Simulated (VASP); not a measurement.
# FeSi (P2_13) in VASP: relaxation of the atoms with PBE

Aim: the relaxation of the atoms of FeSi with PBE.

Everything below comes from runs of VASP 6.6.1. Logs are shortened: lines on timing, memory, paths and dates and some standing lists are left out, and cuts for length are marked.

### Step 1. The cell of the first run

Symmetry: P2_13, No. 198, cubic system. Conventional cell: a = 4.551 Å, b = 4.551 Å, c = 4.551 Å, α = 90.00°, β = 90.00°, γ = 90.00°. Fe (site symmetry 3) has 7 Si at 2.33 to 2.56 Å and 6 Fe at 2.79 Å within 3.1 Å. Within 3.1 Å of Si (site symmetry 3) lie 7 Fe at 2.33 to 2.56 Å and 6 Si at 2.82 Å.

### Step 2. Relaxation of the atoms, PBE

File INCAR:

```
SYSTEM = FeSi
PREC = Accurate ; ENCUT = 520
EDIFF = 1E-7 ; ISMEAR = 0
SIGMA = 0.05 ; LREAL = .FALSE.
LASPH = .TRUE. ; NELM = 100
ALGO = Normal ; ISIF = 2
LWAVE = .FALSE. ; LCHARG = .FALSE.
GGA = PE ; IBRION = 2
NSW = 60 ; EDIFFG = -0.01
```

File KPOINTS:

```
regular mesh
0
G
  8 8 8
  0 0 0
```

File POSCAR:

```
FeSi
1.0
    4.5507000000      0.0000000000      0.0000000000
    0.0000000000      4.5507000000      0.0000000000
    0.0000000000      0.0000000000      4.5507000000
Fe Si
4 4
Direct
    0.1360013816      0.1360013816      0.1360013816
    0.3639986184      0.8639986184      0.6360013816
    0.6360013816      0.3639986184      0.8639986184
    0.8639986184      0.6360013816      0.3639986184
    0.8407293041      0.8407293041      0.8407293041
    0.6592706959      0.1592706959      0.3407293041
    0.3407293041      0.6592706959      0.1592706959
    0.1592706959      0.3407293041      0.6592706959
```

Potentials or basis: VASP PAW PBE potentials, release 64 (Fe, Si).

Command:

```bash
$ cat potpaw_PBE.64/Fe/POTCAR potpaw_PBE.64/Si/POTCAR > POTCAR
$ mpirun -np 1 vasp_std > vasp.out
```

OUTCAR:

```text
SYSTEM = FeSi
   PREC = Accurate
   ENCUT = 520
   EDIFF = 1E-7
   ISMEAR = 0
   LREAL = .FALSE.
   LASPH = .TRUE.
   NELM = 100
   ISIF = 2
   GGA = PE
   IBRION = 2
   NSW = 60
   EDIFFG = -0.01

 ion  position               nearest neighbor table
   1  0.136  0.136  0.136-   5 2.33   6 2.36   7 2.36   8 2.36   7 2.56   8 2.56   6 2.56   3 2.79
                             4 2.79   2 2.79   2 2.79   4 2.79   3 2.79
   2  0.364  0.864  0.636-   6 2.33   5 2.36   7 2.36   8 2.36   7 2.56   8 2.56   5 2.56   1 2.79
                             1 2.79   3 2.79   3 2.79   4 2.79   4 2.79
   3  0.636  0.364  0.864-   7 2.33   6 2.36   5 2.36   8 2.36   8 2.56   6 2.56   5 2.56   1 2.79
                             4 2.79   2 2.79   2 2.79   4 2.79   1 2.79
   4  0.864  0.636  0.364-   8 2.33   6 2.36   7 2.36   5 2.36   6 2.56   5 2.56   7 2.56   1 2.79
                             3 2.79   2 2.79   1 2.79   2 2.79   3 2.79
   5  0.841  0.841  0.841-   1 2.33   2 2.36   3 2.36   4 2.36   3 2.56   4 2.56   2 2.56   6 2.82
                             7 2.82   8 2.82   6 2.82   8 2.82   7 2.82
   6  0.659  0.159  0.341-   2 2.33   1 2.36   3 2.36   4 2.36   3 2.56   4 2.56   1 2.56   8 2.82
                             5 2.82   5 2.82   7 2.82   7 2.82   8 2.82
   7  0.341  0.659  0.159-   3 2.33   2 2.36   1 2.36   4 2.36   4 2.56   2 2.56   1 2.56   8 2.82
                             5 2.82   8 2.82   6 2.82   6 2.82   5 2.82
   8  0.159  0.341  0.659-   4 2.33   2 2.36   3 2.36   1 2.36   2 2.56   1 2.56   3 2.56   7 2.82
                             5 2.82   7 2.82   5 2.82   6 2.82   6 2.82

  LATTYP: Found a simple cubic cell.
 ALAT       =     4.5507000000

  Lattice vectors:

 A1 = (   4.5507000000,   0.0000000000,   0.0000000000)
 A2 = (   0.0000000000,   4.5507000000,   0.0000000000)
 A3 = (   0.0000000000,   0.0000000000,   4.5507000000)

Analysis of symmetry for initial positions (statically):
=====================================================================
 Subroutine PRICEL returns:
 Original cell was already a primitive cell.

 Routine SETGRP: Setting up the symmetry group for a
 simple cubic supercell.

 Subroutine GETGRP returns: Found 12 space group operations
 (whereof  3 operations were pure point group operations)
 out of a pool of 48 trial point group operations.

The static configuration has the point symmetry C_3 .
 The point group associated with its full space group is T   .

Analysis of symmetry for dynamics (positions and initial velocities):
=====================================================================
 Subroutine PRICEL returns:
 Original cell was already a primitive cell.

 Routine SETGRP: Setting up the symmetry group for a
 simple cubic supercell.

 Subroutine GETGRP returns: Found 12 space group operations
 (whereof  3 operations were pure point group operations)
 out of a pool of 48 trial point group operations.

The dynamic configuration has the point symmetry C_3 .
 The point group associated with its full space group is T   .

 Subroutine INISYM returns: Found 12 space group operations
 (whereof  3 operations are pure point group operations),
 and found     1 'primitive' translations

----------------------------------------------------------------------------------------

                                     Primitive cell

  volume of cell :      94.2399

  direct lattice vectors                    reciprocal lattice vectors
     4.550700000  0.000000000  0.000000000     0.219746413  0.000000000  0.000000000
     0.000000000  4.550700000  0.000000000     0.000000000  0.219746413  0.000000000
     0.000000000  0.000000000  4.550700000     0.000000000  0.000000000  0.219746413

  length of vectors
     4.550700000  4.550700000  4.550700000     0.219746413  0.219746413  0.219746413

  position of ions in fractional coordinates (direct lattice)
     0.136001382  0.136001382  0.136001382
     0.363998618  0.863998618  0.636001382
     0.636001382  0.363998618  0.863998618
     0.863998618  0.636001382  0.363998618
     0.840729304  0.840729304  0.840729304
     0.659270696  0.159270696  0.340729304
     0.340729304  0.659270696  0.159270696
     0.159270696  0.340729304  0.659270696

  ion indices of the primitive-cell ions
   primitive index   ion index
                 1           1
                 2           2
                 3           3
                 4           4
                 5           5
                 6           6
                 7           7
                 8           8

----------------------------------------------------------------------------------------

 KPOINTS: regular mesh

Automatic generation of k-mesh.
 Grid dimensions read from file:
 generate k-points for:    8    8    8

 Generating k-lattice:

  Cartesian coordinates                     Fractional coordinates (reciprocal lattice)
     0.027468302  0.000000000  0.000000000     0.125000000  0.000000000  0.000000000
     0.000000000  0.027468302  0.000000000     0.000000000  0.125000000  0.000000000
     0.000000000  0.000000000  0.027468302     0.000000000  0.000000000  0.125000000

  Length of vectors
     0.027468302  0.027468302  0.027468302

  Shift w.r.t. Gamma in fractional coordinates (k-lattice)
     0.000000000  0.000000000  0.000000000

 Subroutine IBZKPT returns following result:
 ===========================================

 Found     45 irreducible k-points:

 Following reciprocal coordinates:
            Coordinates               Weight
  0.000000  0.000000  0.000000      1.000000
  0.125000  0.000000  0.000000      6.000000
  0.250000  0.000000  0.000000      6.000000
  0.375000  0.000000  0.000000      6.000000
  0.500000  0.000000  0.000000      3.000000
  0.125000  0.125000  0.000000     12.000000
[... 16 lines left out ...]
  0.250000  0.125000  0.125000     24.000000
  0.375000  0.125000  0.125000     24.000000
 [... further k-points ...]
   k-points           NKPTS =     45   k-points in BZ     NKDIM =     45   number of bands    NBANDS=     29
   number of dos      NEDOS =    301   number of ions     NIONS =      8
   total plane-waves  NPLWV =  46656
   dimension x,y,z NGX =    36 NGY =   36 NGZ =   36
   dimension x,y,z NGXF=    72 NGYF=   72 NGZF=   72
   ions per type =               4   4
   NGX,Y,Z   is equivalent  to a cutoff of  13.15, 13.15, 13.15 a.u.
   NGXF,Y,Z  is equivalent  to a cutoff of  26.30, 26.30, 26.30 a.u.
 SYSTEM =  FeSi
   PREC   = accura    normal or accurate (medium, high low for compatibility)
   ISTART =      0    job   : 0-new  1-cont  2-samecut
   ICHARG =      2    charge: 1-file 2-atom 10-const
   ISPIN  =      1    spin polarized calculation?
   LNONCOLLINEAR =      F non collinear calculations
   LSORBIT =      F    spin-orbit coupling
   LASPH  =      T    aspherical Exc in radial PAW
   ENCUT  =  520.0 eV  38.22 Ry    6.18 a.u.   8.46  8.46  8.46*2*pi/ulx,y,z
   NELM   =    100;   NELMIN=  2; NELMDL= -5     # of ELM steps
   EDIFF  = 0.1E-06   stopping-criterion for ELM
   LREAL  =      F    real-space projection
   EDIFFG = -.1E-01   stopping-criterion for IOM
   NSW    =     60    number of steps for IOM
   IBRION =      2    ionic relax: 0-MD 1-quasi-New 2-CG
   NFREE  =      1    steps in history (QN), initial steepest desc. (CG)
   ISIF   =      2    stress and relaxation
   ISYM   =      2    0-nonsym 1-usesym 2-fastsym
   POTIM  = 0.5000    time-step for ionic-motion
   TEBEG  =    0.0;   TEEND  =   0.0 temperature during run
   PSTRESS=    0.0 pullay stress
   NELECT =      48.0000    total number of electrons
   NUPDOWN=      -1.0000    fix difference up-down
   EMIN   =  10.00;   EMAX   =-10.00  energy-range for DOS
   EFERMI =   0.00;   METHOD = LEGACY
   ISMEAR =     0;   SIGMA  =   0.05  broadening in eV -4-tet -1-fermi 0-gaus
   EFERMI_NEDOS =   21; number of points for ismear=-14 and -15
   IALGO  =     38    algorithm
   IMIX   =      4    mixing-type and parameters
     AMIX     =   0.40;   BMIX     =  1.00
     AMIX_MAG =   1.60;   BMIX_MAG =  1.00
  volume/ion in A,a.u.               =      11.78        79.50
  Fermi-wavevector in a.u.,A,eV,Ry     =   1.307406  2.470639 23.256570  1.709310
  Thomas-Fermi vector in A             =   2.438142
   LORBIT       =      0    0 simple, 1 ext, 2 COOP (PROOUT), +10 PAW based schemes
   GGA     = PE    functional components
   LHFCALC =     F    Hartree Fock is set to
   AEXX    =    0.0000 exact exchange contribution
   IVDW    =     0    specifies the selected vdW correction
   LEPSILON=     F    determine dielectric tensor
   LRPA    =     F    only Hartree local field effects (RPA)
 conjugate gradient relaxation of ions
 non-spin polarized calculation
 Gauss-broadening in eV      SIGMA  =   0.05
  energy-cutoff  :      520.00
  volume of cell :       94.24
 maximum number of plane-waves:      2560
 NGX is ok and might be reduce to    36
   NGX = 17   NGY = 17   NGZ = 17

--------------------------------------- Ionic step        1  -------------------------------------------

 number of electron      47.9999996 magnetization

 Free energy of the ion-electron system (eV)
  ---------------------------------------------------
  ext. energy  EPLUGINS =         0.00000000
  ---------------------------------------------------
  free energy    TOTEN  =       -58.50639078 eV

  energy without entropy =      -58.50532636  energy(sigma->0) =      -58.50585857

------------------------ aborting loop because EDIFF is reached ----------------------------------------

  FORCE on cell =-STRESS in cart. coord.  units (eV):
  Direction    XX          YY          ZZ          XY          YZ          ZX
  --------------------------------------------------------------------------------------
  -------------------------------------------------------------------------------------
  Total       -7.9118497     -7.9118497     -7.9118497      0.0000000      0.0000000      0.0000000
  in kB     -134.5098197   -134.5098197   -134.5098197      0.0000000      0.0000000      0.0000000
  external PRESSURE =    -134.5098197 kB  Pullay stress =       0.0000000 kB
[... 153 lines left out ...]
  energy  without entropy=      -58.5207354013  energy(sigma->0) =      -58.52098751

--------------------------------------- Ionic step        5  -------------------------------------------

 number of electron      48.0000000 magnetization

 Free energy of the ion-electron system (eV)
  ---------------------------------------------------
  ext. energy  EPLUGINS =         0.00000000
  ---------------------------------------------------
  free energy    TOTEN  =       -58.52130300 eV

  energy without entropy =      -58.52078842  energy(sigma->0) =      -58.52104571

 E-fermi :   8.9294     XC(G=0): -12.4588

 val. band max:        8.8467037786   @ k =  -0.1250   0.2500   0.0000
 cond. band min:       9.0104350672   @ k =   0.2500   0.2500   0.0000
 fundamental gap:      0.1637312886
 Fermi energy:         8.9294381226

 k-point     1 :       0.0000    0.0000    0.0000
  band No.  band energies     occupation
      1      -3.8403      2.00000
      2       1.2773      2.00000
      3       1.2773      2.00000
      4       1.2773      2.00000
      5       4.0886      2.00000
      6       4.0886      2.00000
[... 757 lines left out ...]
     28      10.7585      0.00000
     29      11.0493      0.00000

 [... further k-points ...]

------------------------ aborting loop because EDIFF is reached ----------------------------------------

  FORCE on cell =-STRESS in cart. coord.  units (eV):
  Direction    XX          YY          ZZ          XY          YZ          ZX
  --------------------------------------------------------------------------------------
  -------------------------------------------------------------------------------------
  Total       -7.4039749     -7.4039749     -7.4039749      0.0000000      0.0000000      0.0000000
  in kB     -125.8754118   -125.8754118   -125.8754118      0.0000000      0.0000000      0.0000000
  external PRESSURE =    -125.8754118 kB  Pullay stress =       0.0000000 kB
[... 23 lines left out ...]
  FREE ENERGIE OF THE ION-ELECTRON SYSTEM (eV)
  ---------------------------------------------------
  free  energy   TOTEN  =       -58.5213030007 eV

  energy  without entropy=      -58.5207884235  energy(sigma->0) =      -58.52104571

 reached required accuracy - stopping structural energy minimisation
```

Run time: 4.5 min. Hardware: 1 thread of Oxide Virtual Turin-like, shared host; peak memory 0.24 GiB.

What came out:

* Free energy: -58.5213 eV
* Energy gained by relaxing: 1.9 meV/atom
* Ionic steps: 5
* Pressure after relaxing: -12.6 GPa
* Band gap on the k mesh: 0.16 eV (least direct gap 0.17 eV)

Forces in eV/Å, atoms in the order of the input:
```
Fe  -0.001 -0.001 -0.001
Fe   0.001  0.001 -0.001
Fe  -0.001  0.001  0.001
Fe   0.001 -0.001  0.001
Si   0.001  0.001  0.001
Si  -0.001 -0.001  0.001
Si   0.001 -0.001 -0.001
Si  -0.001  0.001 -0.001
```

Step by step:
| step | energy change (eV) | largest force (eV/Å) | pressure (GPa) |
| --- | --- | --- | --- |
| 1 | 0.0000 | 0.2229 | -13.45 |
| 2 | -0.0098 | 0.1347 | -13.11 |
| 3 | -0.0148 | 0.0184 | -12.62 |
| 4 | -0.0148 | 0.0189 | -12.59 |
| 5 | -0.0149 | 0.0022 | -12.59 |

Final structure:
```cif
data_structure
_symmetry_space_group_name_H-M 'P 1'
_symmetry_Int_Tables_number 1
_cell_length_a 4.5507
_cell_length_b 4.5507
_cell_length_c 4.5507
_cell_angle_alpha 90.000
_cell_angle_beta 90.000
_cell_angle_gamma 90.000
_cell_volume 94.24
loop_
_atom_site_label
_atom_site_type_symbol
_atom_site_fract_x
_atom_site_fract_y
_atom_site_fract_z
_atom_site_occupancy
Fe1 Fe 0.13265 0.13265 0.13265 1
Fe2 Fe 0.36735 0.86735 0.63265 1
Fe3 Fe 0.63265 0.36735 0.86735 1
Fe4 Fe 0.86735 0.63265 0.36735 1
Si1 Si 0.83914 0.83914 0.83914 1
Si2 Si 0.66086 0.16086 0.33914 1
Si3 Si 0.33914 0.66086 0.16086 1
Si4 Si 0.16086 0.33914 0.66086 1
```

A k mesh can miss the band edges. Spin polarisation is off, so any magnetic state and its effect on volume and gap are missing.
